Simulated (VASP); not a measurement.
# MgH2 in VASP: notebook

MgH2 is run at these levels: PBE, r2SCAN; tasks: single point.

Program: VASP 6.6.1. These are calculated values, not measurements. Logs are shortened: lines on timing, memory, paths and dates and some standing lists are left out, and cuts for length are marked.

## 1. The cell of the first run

The structure is orthorhombic, space group Imm2 (No. 44). The conventional cell has a = 3.367 Å, b = 3.367 Å, c = 4.762 Å, α = 90.00°, β = 90.00°, γ = 90.00°. Mg (site symmetry mm2) has 8 H at 2.03 to 2.09 Å within 2.7 Å. Within 2.7 Å of H (site symmetry mm2) lie 4 Mg at 2.06 Å and 6 H at 2.33 to 2.43 Å. H (site symmetry mm2) has 4 Mg at 2.03 to 2.09 Å and 6 H at 2.33 to 2.43 Å within 2.7 Å.

## 2. Single point, PBE

File INCAR:

```
SYSTEM = MgH2
ALGO     = Normal         ! electronic algorithm
EDIFF    = 1E-6           ! SCF threshold, eV
ENCUT    = 600            ! plane-wave cutoff, eV
GGA      = PE             ! functional
GGA_COMPAT= .FALSE.      
ISIF     = 2              ! what is computed and relaxed
ISMEAR   = 0              ! smearing method
LASPH    = .TRUE.         ! aspherical terms in the spheres
LCHARG   = .FALSE.        ! write CHGCAR
LREAL    = .FALSE.        ! projectors in reciprocal space
LWAVE    = .FALSE.        ! write WAVECAR
NBANDS   = 9              ! bands
NELM     = 120            ! most SCF steps
PREC     = Accurate       ! precision mode
SIGMA    = 0.1            ! smearing width, eV
```

File KPOINTS:

```
k-points
0
G
  4 4 4
  0 0 0
```

File POSCAR:

```
MgH2
1.0
    0.0000000000      2.3810671667      2.3810671667
    2.3810671667      0.0000000000      2.3810671667
    2.3810671667      2.3810671667      0.0000000000
Mg H
1 2
Direct
    0.0000000000      0.0000000000      0.0000000000
    0.7500000000      0.7500000000      0.7500000000
    0.2395005062      0.2604994938      0.2604994938
```

Potentials or basis: VASP PAW PBE potentials, release 64 (Mg, H).

Launch:

```console
> cat potpaw_PBE.64/Mg/POTCAR potpaw_PBE.64/H/POTCAR > POTCAR
> mpirun -np 1 vasp_std > vasp.out
```

OUTCAR:

```text
SYSTEM = MgH2
   EDIFF = 1E-6
   ENCUT = 600
   GGA = PE
   ISIF = 2
   ISMEAR = 0
   LASPH = .TRUE.
   LREAL = .FALSE.
   NELM = 120
   PREC = Accurate

 ion  position               nearest neighbor table
   1  0.000  0.000  0.000-   3 2.03   3 2.03   2 2.06   2 2.06   2 2.06   2 2.06   3 2.09   3 2.09

   2  0.750  0.750  0.750-   1 2.06   1 2.06   1 2.06   1 2.06
   3  0.240  0.260  0.260-   1 2.03   1 2.03   1 2.09   1 2.09

  LATTYP: Found a face centered cubic cell.
 ALAT       =     4.7621343334

  Lattice vectors:

 A1 = (   0.0000000000,   2.3810671667,   2.3810671667)
 A2 = (   2.3810671667,   0.0000000000,   2.3810671667)
 A3 = (   2.3810671667,   2.3810671667,   0.0000000000)

Analysis of symmetry for initial positions (statically):
=====================================================================
 Subroutine PRICEL returns:
 Original cell was already a primitive cell.

 Routine SETGRP: Setting up the symmetry group for a
 face centered cubic supercell.

 Subroutine GETGRP returns: Found  4 space group operations
 (whereof  4 operations were pure point group operations)
 out of a pool of 48 trial point group operations.

The static configuration has the point symmetry C_2v.

Analysis of symmetry for dynamics (positions and initial velocities):
=====================================================================
 Subroutine PRICEL returns:
 Original cell was already a primitive cell.

 Routine SETGRP: Setting up the symmetry group for a
 face centered cubic supercell.

 Subroutine GETGRP returns: Found  4 space group operations
 (whereof  4 operations were pure point group operations)
 out of a pool of 48 trial point group operations.

The dynamic configuration has the point symmetry C_2v.

 Subroutine INISYM returns: Found  4 space group operations
 (whereof  4 operations are pure point group operations),
 and found     1 'primitive' translations

----------------------------------------------------------------------------------------

                                     Primitive cell

  volume of cell :      26.9988

  direct lattice vectors                    reciprocal lattice vectors
     0.000000000  2.381067167  2.381067167    -0.209989876  0.209989876  0.209989876
     2.381067167  0.000000000  2.381067167     0.209989876 -0.209989876  0.209989876
     2.381067167  2.381067167  0.000000000     0.209989876  0.209989876 -0.209989876

  length of vectors
     3.367337480  3.367337480  3.367337480     0.363713135  0.363713135  0.363713135

  position of ions in fractional coordinates (direct lattice)
     0.000000000  0.000000000  0.000000000
     0.750000000  0.750000000  0.750000000
     0.239500506  0.260499494  0.260499494

  ion indices of the primitive-cell ions
   primitive index   ion index
                 1           1
                 2           2
                 3           3

----------------------------------------------------------------------------------------

 KPOINTS: k-points

Automatic generation of k-mesh.
 Grid dimensions read from file:
 generate k-points for:    4    4    4

 Generating k-lattice:

  Cartesian coordinates                     Fractional coordinates (reciprocal lattice)
    -0.052497469  0.052497469  0.052497469     0.250000000  0.000000000  0.000000000
     0.052497469 -0.052497469  0.052497469     0.000000000  0.250000000  0.000000000
     0.052497469  0.052497469 -0.052497469     0.000000000  0.000000000  0.250000000

  Length of vectors
     0.090928284  0.090928284  0.090928284

  Shift w.r.t. Gamma in fractional coordinates (k-lattice)
     0.000000000  0.000000000  0.000000000

 Subroutine IBZKPT returns following result:
 ===========================================

 Found     18 irreducible k-points:

 Following reciprocal coordinates:
            Coordinates               Weight
  0.000000  0.000000  0.000000      1.000000
  0.250000  0.000000  0.000000      4.000000
  0.000000  0.250000  0.000000      4.000000
  0.500000  0.000000  0.000000      2.000000
  0.000000  0.500000  0.000000      2.000000
  0.250000  0.250000  0.000000      4.000000
[... 10 lines left out ...]
 -0.250000  0.500000  0.250000      4.000000
  0.500000  0.250000 -0.250000      2.000000
   k-points           NKPTS =     18   k-points in BZ     NKDIM =     18   number of bands    NBANDS=      9
   number of dos      NEDOS =    301   number of ions     NIONS =      3
   total plane-waves  NPLWV =  21952
   dimension x,y,z NGX =    28 NGY =   28 NGZ =   28
   dimension x,y,z NGXF=    56 NGYF=   56 NGZF=   56
   ions per type =               1   2
   NGX,Y,Z   is equivalent  to a cutoff of  13.82, 13.82, 13.82 a.u.
   NGXF,Y,Z  is equivalent  to a cutoff of  27.65, 27.65, 27.65 a.u.
 SYSTEM =  MgH2
   PREC   = accura    normal or accurate (medium, high low for compatibility)
   ISTART =      0    job   : 0-new  1-cont  2-samecut
   ICHARG =      2    charge: 1-file 2-atom 10-const
   ISPIN  =      1    spin polarized calculation?
   LNONCOLLINEAR =      F non collinear calculations
   LSORBIT =      F    spin-orbit coupling
   LASPH  =      T    aspherical Exc in radial PAW
   ENCUT  =  600.0 eV  44.10 Ry    6.64 a.u.   6.73  6.73  6.73*2*pi/ulx,y,z
   NELM   =    120;   NELMIN=  2; NELMDL= -5     # of ELM steps
   EDIFF  = 0.1E-05   stopping-criterion for ELM
   LREAL  =      F    real-space projection
   EDIFFG = 0.1E-04   stopping-criterion for IOM
   NSW    =      0    number of steps for IOM
   IBRION =     -1    ionic relax: 0-MD 1-quasi-New 2-CG
   NFREE  =      0    steps in history (QN), initial steepest desc. (CG)
   ISIF   =      2    stress and relaxation
   ISYM   =      2    0-nonsym 1-usesym 2-fastsym
   POTIM  = 0.5000    time-step for ionic-motion
   TEBEG  =    0.0;   TEEND  =   0.0 temperature during run
   PSTRESS=    0.0 pullay stress
   NELECT =       4.0000    total number of electrons
   NUPDOWN=      -1.0000    fix difference up-down
   EMIN   =  10.00;   EMAX   =-10.00  energy-range for DOS
   EFERMI =   0.00;   METHOD = LEGACY
   ISMEAR =     0;   SIGMA  =   0.10  broadening in eV -4-tet -1-fermi 0-gaus
   EFERMI_NEDOS =   21; number of points for ismear=-14 and -15
   IALGO  =     38    algorithm
   IMIX   =      4    mixing-type and parameters
     AMIX     =   0.40;   BMIX     =  1.00
     AMIX_MAG =   1.60;   BMIX_MAG =  1.00
  volume/ion in A,a.u.               =       9.00        60.73
  Fermi-wavevector in a.u.,A,eV,Ry     =   0.866257  1.636987 10.209817  0.750400
  Thomas-Fermi vector in A             =   1.984619
   LORBIT       =      0    0 simple, 1 ext, 2 COOP (PROOUT), +10 PAW based schemes
   GGA     = PE    functional components
   LHFCALC =     F    Hartree Fock is set to
   AEXX    =    0.0000 exact exchange contribution
   IVDW    =     0    specifies the selected vdW correction
   LEPSILON=     F    determine dielectric tensor
   LRPA    =     F    only Hartree local field effects (RPA)
 non-spin polarized calculation
 Gauss-broadening in eV      SIGMA  =   0.10
  energy-cutoff  :      600.00
  volume of cell :       27.00
 maximum number of plane-waves:       934
 NGX is ok and might be reduce to    28
   NGX = 13   NGY = 13   NGZ = 13

 number of electron       4.0000000 magnetization

 Free energy of the ion-electron system (eV)
  ---------------------------------------------------
  ext. energy  EPLUGINS =         0.00000000
  ---------------------------------------------------
  free energy    TOTEN  =        -8.51571950 eV

  energy without entropy =       -8.51332224  energy(sigma->0) =       -8.51452087

 E-fermi :   2.5721     XC(G=0):  -8.9357

 val. band max:        1.8789382449   @ k =   0.2500   0.2500   0.0000
 cond. band min:       2.5974171767   @ k =   0.5000   0.5000   0.0000
 fundamental gap:      0.7184789318
 Fermi energy:         2.5720627632

 k-point     1 :       0.0000    0.0000    0.0000
  band No.  band energies     occupation
      1      -6.9921      2.00000
      2       3.8770      0.00000
      3      12.2590      0.00000
      4      12.2756      0.00000
      5      12.2901      0.00000
      6      14.8256      0.00000
      7      14.8436      0.00000
      8      14.8606      0.00000
      9      15.6274      0.00000

 k-point     2 :       0.2500    0.0000    0.0000
  band No.  band energies     occupation
      1      -5.8654      2.00000
      2       1.5608      2.00000
      3       9.8952      0.00000
      4      11.4957      0.00000
      5      11.5062      0.00000
      6      12.6601      0.00000
      7      14.6173      0.00000
      8      14.6265      0.00000
      9      17.9158      0.00000

 k-point     3 :       0.0000    0.2500    0.0000
  band No.  band energies     occupation
      1      -5.8639      2.00000
      2       1.5582      2.00000
      3       9.9210      0.00000
      4      11.4930      0.00000
      5      11.5186      0.00000
      6      12.6013      0.00000
      7      14.6354      0.00000
      8      14.6360      0.00000
      9      17.8969      0.00000

 k-point     4 :       0.5000    0.0000    0.0000
  band No.  band energies     occupation
      1      -2.8172      2.00000
      2      -2.5751      2.00000
      3       9.6342      0.00000
      4      10.3258      0.00000
      5      11.9426      0.00000
      6      12.0026      0.00000
      7      12.0482      0.00000
      8      12.1309      0.00000
      9      22.6274      0.00000
[... 133 lines left out ...]
 k-point    16 :       0.0000    0.5000    0.5000
  band No.  band energies     occupation
      1      -2.7454      2.00000
      2       0.5927      2.00000
      3       2.6133      0.56016
      4       7.6617      0.00000
      5       7.6692      0.00000
      6      10.8900      0.00000
      7      19.7081      0.00000
      8      23.2231      0.00000
      9      23.3105      0.00000

 k-point    17 :      -0.2500    0.5000    0.2500
  band No.  band energies     occupation
      1      -1.4955      2.00000
      2      -1.4875      2.00000
      3       3.9939      0.00000
      4       4.4346      0.00000
      5      12.6943      0.00000
      6      12.6955      0.00000
      7      16.3217      0.00000
      8      17.7894      0.00000
      9      23.5886      0.00000

 k-point    18 :       0.5000    0.2500   -0.2500
  band No.  band energies     occupation
      1      -1.5742      2.00000
      2      -1.4071      2.00000
      3       3.9941      0.00000
      4       4.4356      0.00000
      5      12.5289      0.00000
      6      12.8568      0.00000
      7      16.3224      0.00000
      8      17.7891      0.00000
      9      23.6702      0.00000

------------------------ aborting loop because EDIFF is reached ----------------------------------------

  FORCE on cell =-STRESS in cart. coord.  units (eV):
  Direction    XX          YY          ZZ          XY          YZ          ZX
  --------------------------------------------------------------------------------------
  -------------------------------------------------------------------------------------
  Total       -0.0962125     -0.0712238     -0.0712238      0.0000000     -0.0404383      0.0000000
  in kB       -5.7094888     -4.2265942     -4.2265942      0.0000000     -2.3997092      0.0000000
  external PRESSURE =      -4.7208924 kB  Pullay stress =       0.0000000 kB

 VOLUME and BASIS-vectors are now :
 -----------------------------------------------------------------------------
  energy-cutoff  :      600.00
  volume of cell :       27.00
      direct lattice vectors                 reciprocal lattice vectors
     0.000000000  2.381067167  2.381067167    -0.209989876  0.209989876  0.209989876
     2.381067167  0.000000000  2.381067167     0.209989876 -0.209989876  0.209989876
     2.381067167  2.381067167  0.000000000     0.209989876  0.209989876 -0.209989876

 POSITION                                       TOTAL-FORCE (eV/Angst)
 -----------------------------------------------------------------------------------
      0.00000      0.00000      0.00000         0.075270     -0.000000     -0.000000
      3.57160      3.57160      3.57160         0.075221      0.000000      0.000000
      1.24053      1.19053      1.19053        -0.150491      0.000000      0.000000
 -----------------------------------------------------------------------------------
    total drift:                               -0.000049     -0.000000      0.000000

  FREE ENERGIE OF THE ION-ELECTRON SYSTEM (eV)
  ---------------------------------------------------
  free  energy   TOTEN  =        -8.5157194982 eV

  energy  without entropy=       -8.5133222370  energy(sigma->0) =       -8.51452087
```

Wall time 6.4 s (1 thread of Intel Xeon Platinum 8259CL at 2.50GHz (Skylake/Cascade Lake), shared host); peak memory 0.15 GiB.

What came out:

```
Free energy            : -8.5157 eV
Pressure               : -0.5 GPa
Largest force          : 0.150 eV/Å
Band gap on the k mesh : zero (band 2 reaches 3.88 eV, above the bottom of band 3 at 2.60 eV)
```

Forces in eV/Å, atoms in the order of the input:
```
Mg   0.075  0.000  0.000
H    0.075  0.000  0.000
H   -0.150  0.000  0.000
```

Stress tensor (GPa, compression positive):
```
-0.57  0.00  0.00
 0.00 -0.42 -0.24
 0.00 -0.24 -0.42
```

Caveat: the k points lie up to 0.57 Å⁻¹ apart.

## 3. Single point, r2SCAN

File POSCAR:

```
MgH2
1.0
    0.0000000000      2.3810671667      2.3810671667
    2.3810671667      0.0000000000      2.3810671667
    2.3810671667      2.3810671667      0.0000000000
Mg H
1 2
Direct
    0.1380000000      0.5380000000      0.2660000000
    0.8880000000      1.2880000000      1.0160000000
    0.3880000000      0.7880000000      0.5160000000
```

File INCAR.step1:

```
ALGO     = Normal         # electronic algorithm
EDIFF    = 1E-5           # SCF threshold, eV
ENCUT    = 660            # plane-wave cutoff, eV
GGA      = PE             # functional
GGA_COMPAT= False        
ISMEAR   = 0              # smearing method
ISYM     = 0            
LASPH    = True           # aspherical terms in the spheres
LCHARG   = False          # write CHGCAR
LREAL    = False          # projectors in reciprocal space
LWAVE    = True           # write WAVECAR
NBANDS   = 9              # bands
NELM     = 120            # most SCF steps
PREC     = Accurate       # precision mode
SIGMA    = 0.1            # smearing width, eV
```

File INCAR.step2:

```
ALGO     = Normal         # electronic algorithm
EDIFF    = 1E-6           # SCF threshold, eV
ENCUT    = 660            # plane-wave cutoff, eV
GGA_COMPAT= False        
ISIF     = 2              # what is computed and relaxed
ISMEAR   = 0              # smearing method
ISTART   = 1            
ISYM     = 0            
LASPH    = True           # aspherical terms in the spheres
LCHARG   = True           # write CHGCAR
LELF     = True           # ELF
LMIXTAU  = True         
LREAL    = False          # projectors in reciprocal space
LVHAR    = True         
LWAVE    = False          # write WAVECAR
METAGGA  = R2SCAN         # meta-GGA
NBANDS   = 9              # bands
NELM     = 120            # most SCF steps
PREC     = Accurate       # precision mode
SIGMA    = 0.1            # smearing width, eV
```

File KPOINTS:

```
Automatic mesh
0
Gamma
  2 2 2
  0.07 0.94 0.52
```

Potentials or basis: VASP PAW PBE potentials, release 64 (Mg, H).

Launch:

```console
> cat potpaw_PBE.64/Mg/POTCAR potpaw_PBE.64/H/POTCAR > POTCAR
> cp INCAR.step1 INCAR
> mpirun -np 1 vasp_std > vasp.out
> cp INCAR.step2 INCAR
> mpirun -np 1 vasp_std > vasp.out
```

Run time: 3 min. Hardware: 1 thread of Intel Xeon Platinum 8259CL at 2.50GHz (Skylake/Cascade Lake), shared host; peak memory 0.22 GiB.

It converged, with:

```
Free energy            : -11.6600 eV
Pressure               : -2.4 GPa
Band gap on the k mesh : 3.40 eV, indirect (least direct gap 6.38 eV)
```

Forces on the atoms (eV/Å):
```
Mg   0.000  0.003  0.000
H    0.000 -0.001  0.000
H    0.000 -0.001  0.000
```

Levels at points of the mesh, in eV from the valence-band top:
| k point | band 1 | band 2 | band 3 | band 4 | band 5 | band 6 | band 7 |
| --- | --- | --- | --- | --- | --- | --- | --- |
| (0.04, -0.03, -0.24) | -7.75 | 0.00 | 8.55 | 10.10 | 11.35 | 11.59 | 13.47 |

Caveat: the k points lie up to 1.14 Å⁻¹ apart; the PAW data sets were made with another functional, which shifts forces and pressure a little. r2SCAN opens gaps a little over a GGA but as a rule still falls short of measured ones.
